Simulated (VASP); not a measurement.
# In5P3 (a cell with a defect): single point with PBE

In5P3 (a cell with a defect):

```
In P
1.0
     0.00000    0.00000   -5.95979
     0.00000   -5.95979    0.00000
    -5.95979    0.00000    0.00000
In P
5 3
Direct
  0.98768 0.98768 0.01232
  0.98768 0.51232 0.48768
  0.51232 0.98768 0.48768
  0.51232 0.51232 0.01232
  0.25000 0.25000 0.75000
  0.25000 0.75000 0.25000
  0.75000 0.25000 0.25000
  0.75000 0.75000 0.75000
```

| Item | Value |
| --- | --- |
| Program | VASP 6.6.1 |
| Task | single point |
| Functional | PBE |
| Potentials or basis | VASP PAW PBE potentials, release 64 (In_d, P) |
| Cutoff | 520 eV |
| k mesh | 3 × 3 × 3 |
| Occupations | gaussian, width 0.02 eV |
| Spin | no spin polarisation |

- Pressure: 5.3 GPa
- Largest force: 0.004 eV/Å
- Band gap on the k mesh: zero (band 40 reaches 6.37 eV, above the bottom of band 41 at 5.65 eV)

Forces in eV/Å, atoms in the order of the input:
```
In   0.002 -0.002 -0.002
In  -0.002  0.002 -0.002
In  -0.002 -0.002  0.002
In   0.002  0.002  0.002
In   0.000  0.000  0.000
P    0.000  0.000  0.000
P    0.000  0.000  0.000
P    0.000  0.000  0.000
```

Levels at points of the mesh, in eV from the Fermi level:
| k point | band 36 | band 37 | band 38 | band 39 | band 40 | band 41 | band 42 | band 43 |
| --- | --- | --- | --- | --- | --- | --- | --- | --- |
| (0.00, 0.00, 0.00) | -2.50 | -2.50 | -2.50 | -0.37 | 0.44 | 0.44 | 0.44 | 1.38 |

Wall time 29 s on 1 thread of Intel(R) Xeon(R) 6975P-C (Granite Rapids) (shared host), peak memory 0.32 GiB.

Caveat: spin-orbit coupling is left out, which moves the levels of the heavy elements.
